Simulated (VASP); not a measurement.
# Rh (Fm-3m) in VASP: further runs

Rh is run at these levels: r2SCAN, LDA, r2SCAN+D3(BJ), RPBE+D3(BJ); tasks: single point.

Program: VASP 6.6.1. These are calculated values, not measurements. Logs are shortened: lines on timing, memory, paths and dates and some standing lists are left out, and cuts for length are marked.

### 1 The cell of the first run

It takes space group Fm-3m (No. 225, cubic). Conventional cell: a = 3.758 Å, b = 3.758 Å, c = 3.758 Å, α = 90.00°, β = 90.00°, γ = 90.00°. Rh (site symmetry m-3m) has 12 Rh at 2.66 Å within 3.5 Å.

### 2 Single point, r2SCAN

Input file POSCAR:

```
Rh
1.0
    0.0000000000      1.8791057054      1.8791057054
    1.8791057054      0.0000000000      1.8791057054
    1.8791057054      1.8791057054      0.0000000000
Rh
1
Direct
    0.0000000000      0.0000000000      0.0000000000
```

Input file INCAR.step1:

```
SYSTEM = Rh
  PREC = Accurate
  ENCUT = 580
  ISMEAR = -1
  SIGMA = 0.05
  LREAL = .False.
  LASPH = .True.
  NELM = 120
  NBANDS = 14
  GGA = PE
  ALGO = Normal
  EDIFF = 1E-5
  LWAVE = .True.
  LCHARG = .False.
  GGA_COMPAT = .False.
```

Input file INCAR.step2:

```
SYSTEM = Rh
  PREC = Accurate
  ENCUT = 580
  EDIFF = 1E-6
  ISMEAR = -1
  SIGMA = 0.05
  LREAL = .False.
  LASPH = .True.
  NELM = 120
  ALGO = Normal
  ISIF = 2
  LWAVE = .False.
  LCHARG = .False.
  METAGGA = R2SCAN
  LMIXTAU = .True.
  NBANDS = 14
  ISTART = 1
  GGA_COMPAT = .False.
```

Input file KPOINTS:

```
regular mesh
0
Gamma
  12 12 12
  0 0 0
```

Potentials or basis: VASP PAW PBE potentials, release 64 (Rh_sv_GW).

The run is started by

```bash
$ cat potpaw_PBE.64/Rh_sv_GW/POTCAR > POTCAR
$ cp INCAR.step1 INCAR
$ mpirun -np 1 vasp_std > vasp.out
$ cp INCAR.step2 INCAR
$ mpirun -np 1 vasp_std > vasp.out
```

OUTCAR:

```text
SYSTEM = Rh
   PREC = Accurate
   ENCUT = 580
   EDIFF = 1E-6
   ISMEAR = -1
   LREAL = .False.
   LASPH = .True.
   NELM = 120
   ISIF = 2
   METAGGA = R2SCAN
   ISTART = 1

 ion  position               nearest neighbor table
   1  0.000  0.000  0.000-

  LATTYP: Found a face centered cubic cell.
 ALAT       =     3.7582114108

  Lattice vectors:

 A1 = (   0.0000000000,   1.8791057054,   1.8791057054)
 A2 = (   1.8791057054,   0.0000000000,   1.8791057054)
 A3 = (   1.8791057054,   1.8791057054,   0.0000000000)

Analysis of symmetry for initial positions (statically):
[... 33 lines left out ...]
                                     Primitive cell

  volume of cell :      13.2704

  direct lattice vectors                    reciprocal lattice vectors
     0.000000000  1.879105705  1.879105705    -0.266084020  0.266084020  0.266084020
     1.879105705  0.000000000  1.879105705     0.266084020 -0.266084020  0.266084020
     1.879105705  1.879105705  0.000000000     0.266084020  0.266084020 -0.266084020

  length of vectors
     2.657456774  2.657456774  2.657456774     0.460871042  0.460871042  0.460871042

  position of ions in fractional coordinates (direct lattice)
     0.000000000  0.000000000  0.000000000

  ion indices of the primitive-cell ions
   primitive index   ion index
                 1           1

----------------------------------------------------------------------------------------

 KPOINTS: regular mesh

Automatic generation of k-mesh.
 Grid dimensions read from file:
 generate k-points for:   12   12   12

 Generating k-lattice:

  Cartesian coordinates                     Fractional coordinates (reciprocal lattice)
    -0.022173668  0.022173668  0.022173668     0.083333333  0.000000000  0.000000000
     0.022173668 -0.022173668  0.022173668     0.000000000  0.083333333  0.000000000
     0.022173668  0.022173668 -0.022173668     0.000000000  0.000000000  0.083333333

  Length of vectors
     0.038405920  0.038405920  0.038405920

  Shift w.r.t. Gamma in fractional coordinates (k-lattice)
     0.000000000  0.000000000  0.000000000

 Subroutine IBZKPT returns following result:
 ===========================================

 Found     72 irreducible k-points:

 Following reciprocal coordinates:
            Coordinates               Weight
  0.000000  0.000000  0.000000      1.000000
[... 40 lines left out ...]
   ENCUT  =  580.0 eV  42.63 Ry    6.53 a.u.   5.22  5.22  5.22*2*pi/ulx,y,z
   NELM   =    120;   NELMIN=  2; NELMDL=  0     # of ELM steps
   EDIFF  = 0.1E-05   stopping-criterion for ELM
   LREAL  =      F    real-space projection
   EDIFFG = 0.1E-04   stopping-criterion for IOM
   NSW    =      0    number of steps for IOM
   IBRION =     -1    ionic relax: 0-MD 1-quasi-New 2-CG
   NFREE  =      0    steps in history (QN), initial steepest desc. (CG)
   ISIF   =      2    stress and relaxation
   ISYM   =      2    0-nonsym 1-usesym 2-fastsym
   POTIM  = 0.5000    time-step for ionic-motion
   TEBEG  =    0.0;   TEEND  =   0.0 temperature during run
   PSTRESS=    0.0 pullay stress
   NELECT =      17.0000    total number of electrons
   NUPDOWN=      -1.0000    fix difference up-down
   EMIN   =  10.00;   EMAX   =-10.00  energy-range for DOS
   EFERMI =   0.00;   METHOD = LEGACY
   ISMEAR =    -1;   SIGMA  =   0.05  broadening in eV -4-tet -1-fermi 0-gaus
   EFERMI_NEDOS =   21; number of points for ismear=-14 and -15
   IALGO  =     38    algorithm
   IMIX   =      4    mixing-type and parameters
     AMIX     =   0.40;   BMIX     =  1.00
     AMIX_MAG =   1.60;   BMIX_MAG =  1.00
  volume/ion in A,a.u.               =      13.27        89.55
  Fermi-wavevector in a.u.,A,eV,Ry     =   1.777993  3.359919 43.011518  3.161257
  Thomas-Fermi vector in A             =   2.843275
   LORBIT       =      0    0 simple, 1 ext, 2 COOP (PROOUT), +10 PAW based schemes
   METAGGA = R2SCAN    functional components
   LHFCALC =     F    Hartree Fock is set to
   AEXX    =    0.0000 exact exchange contribution
   IVDW    =     0    specifies the selected vdW correction
   LEPSILON=     F    determine dielectric tensor
   LRPA    =     F    only Hartree local field effects (RPA)
 non-spin polarized calculation
  energy-cutoff  :      580.00
  volume of cell :       13.27
 maximum number of plane-waves:       444
 NGX is ok and might be reduce to    24
   NGX = 11   NGY = 11   NGZ = 11

 number of electron      17.0000003 magnetization

 Free energy of the ion-electron system (eV)
  ---------------------------------------------------
  ext. energy  EPLUGINS =         0.00000000
  ---------------------------------------------------
  free energy    TOTEN  =       -23.27332692 eV

  energy without entropy =      -23.26552818  energy(sigma->0) =      -23.26942755

 E-fermi :  11.3172     XC(G=0): -15.5487

 val. band max:       11.2487319736   @ k =  -0.3333   0.3333   0.0000
 cond. band min:      11.3289485780   @ k =   0.3333   0.1667   0.0000
 fundamental gap:      0.0802166045
 Fermi energy:        11.3171799976

 k-point     1 :       0.0000    0.0000    0.0000
  band No.  band energies     occupation
      1     -70.0048      2.00000
      2     -36.5794      2.00000
      3     -36.5794      2.00000
      4     -36.5794      2.00000
      5       2.8824      2.00000
      6       7.9478      2.00000
      7       7.9478      2.00000
      8       7.9478      2.00000
      9      10.1656      2.00000
     10      10.1656      2.00000
     11      27.7288      0.00000
     12      33.5701      0.00000
     13      33.5701      0.00000
     14      33.5701      0.00000
[... 377 lines left out ...]
      1     -69.8476      2.00000
      2     -37.3792      2.00000
      3     -36.8611      2.00000
      4     -36.7327      2.00000
      5       5.4556      2.00000
      6       7.1910      2.00000
      7       8.5553      2.00000
      8       9.0906      2.00000
      9      11.5788      0.01062
     10      15.8083      0.00000
     11      20.8590      0.00000
     12      28.1582      0.00000
     13      31.2130      0.00000
     14      33.0478      0.00000

 [... further k-points ...]
[... 5 lines left out ...]
  --------------------------------------------------------------------------------------
  -------------------------------------------------------------------------------------
  Total        0.6996777      0.6996777      0.6996777      0.0000000      0.0000000     -0.0000000
  in kB       84.4743696     84.4743696     84.4743696      0.0000000      0.0000000     -0.0000000
  external PRESSURE =      84.4743696 kB  Pullay stress =       0.0000000 kB

 VOLUME and BASIS-vectors are now :
 -----------------------------------------------------------------------------
  energy-cutoff  :      580.00
  volume of cell :       13.27
      direct lattice vectors                 reciprocal lattice vectors
     0.000000000  1.879105705  1.879105705    -0.266084020  0.266084020  0.266084020
     1.879105705  0.000000000  1.879105705     0.266084020 -0.266084020  0.266084020
     1.879105705  1.879105705  0.000000000     0.266084020  0.266084020 -0.266084020

 POSITION                                       TOTAL-FORCE (eV/Angst)
 -----------------------------------------------------------------------------------
      0.00000      0.00000      0.00000         0.000000      0.000000     -0.000000
 -----------------------------------------------------------------------------------
    total drift:                                0.000000      0.000000     -0.000000

  FREE ENERGIE OF THE ION-ELECTRON SYSTEM (eV)
  ---------------------------------------------------
  free  energy   TOTEN  =       -23.2733269169 eV

  energy  without entropy=      -23.2655281785  energy(sigma->0) =      -23.26942755
```

Run time: 52 s. Hardware: 1 thread of Intel Xeon Platinum 8488C (Sapphire Rapids), shared host; peak memory 0.16 GiB.

What came out:

```yaml
Free_energy: -23.2733 eV
Pressure: 8.4 GPa
```

Caveat: the PAW data sets were made with another functional, which shifts forces and pressure a little.

### 3 Single point, LDA

This run uses another cell than the first one, of 13.94 Å³/atom, 1.051 times its volume.

Input file INCAR:

```
SYSTEM = Rh
ALGO = Normal ; EDIFF = 1E-6
ENCUT = 530 ; GGA_COMPAT = .FALSE.
ISIF = 2 ; ISMEAR = -1
LASPH = .TRUE. ; LCHARG = .FALSE.
LREAL = .FALSE. ; LWAVE = .FALSE.
NBANDS = 14 ; NELM = 120
PREC = Accurate ; SIGMA = 0.05
```

Input file KPOINTS:

```
k-points
0
G
  12 12 12
  0 0 0
```

Input file POSCAR:

```
Rh
1.0
    0.0000000000      1.9104189093      1.9104189093
    1.9104189093      0.0000000000      1.9104189093
    1.9104189093      1.9104189093      0.0000000000
Rh
1
Direct
    0.0000000000      0.0000000000      0.0000000000
```

Potentials or basis: VASP PAW LDA potentials, release 64 (Rh_sv_GW).

The run is started by

```bash
$ cat potpaw_LDA.64/Rh_sv_GW/POTCAR > POTCAR
$ mpirun -np 1 vasp_std > vasp.out
```

Wall time 14 s (1 thread of AMD EPYC 7R13 (Zen 3), shared host); peak memory 0.1 GiB.

It converged, with:

| Quantity | Value |
| --- | --- |
| Free energy | -7.8022 eV |
| Pressure | -16.9 GPa |

Levels at points of the mesh, in eV from the Fermi level:
| k point | band 5 | band 6 | band 7 | band 8 | band 9 | band 10 | band 11 | band 12 |
| --- | --- | --- | --- | --- | --- | --- | --- | --- |
| (0.00, 0.00, 0.00) | -7.93 | -3.06 | -3.06 | -3.06 | -0.99 | -0.99 | 15.77 | 20.98 |
| (0.50, 0.00, 0.00) | -6.07 | -3.13 | -3.13 | 0.54 | 0.54 | 0.70 | 8.43 | 15.32 |
| (0.50, 0.50, 0.00) | -6.23 | -5.88 | 0.53 | 0.95 | 0.95 | 3.17 | 12.04 | 13.06 |

(Part 1 of 2 ends here.)
